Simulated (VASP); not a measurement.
Input of a VASP 6.6.1 run:

INCAR

```
PREC     = Accurate       # precision mode
ENCUT    = 520            # plane-wave cutoff, eV
EDIFF    = 1E-6           # SCF threshold, eV
ISMEAR   = -1             # smearing method
SIGMA    = 0.15           # smearing width, eV
LREAL    = F              # projectors in reciprocal space
LASPH    = T              # aspherical terms in the spheres
NELM     = 80             # most SCF steps
ALGO     = Fast           # electronic algorithm
ISIF     = 2              # what is computed and relaxed
LWAVE    = F              # write WAVECAR
LCHARG   = F              # write CHGCAR
NBANDS   = 32             # bands
```

Contents of KPOINTS:

```
regular mesh
0
Gamma
  14 14 6
```

File POSCAR:

```
TiCd
1.0
    2.8458552834      0.0000000000      0.0000000000
    0.0000000000      2.8458552834      0.0000000000
    0.0000000000      0.0000000000      8.8213849735
Ti Cd
2 2
Direct
    0.0000000000      0.5000000000      0.6107036148
    0.5000000000      0.0000000000      0.3892963852
    0.0000000000      0.5000000000      0.1334817591
    0.5000000000      0.0000000000      0.8665182409
```

Potentials or basis: VASP PAW LDA potentials, release 64 (Ti_sv, Cd).

The run is started by

```console
$ cat potpaw_LDA.64/Ti_sv/POTCAR potpaw_LDA.64/Cd/POTCAR > POTCAR
$ mpirun -np 1 vasp_std > vasp.out
```

(1) Estimate the largest force.

(2) Estimate the band gap on the k mesh.

(3) Predict the pressure.

## Answers

(1) 0.026 eV/Å.

(2) zero (bands 24 and 25 overlap by 0.88 eV).

(3) -1.3 GPa.
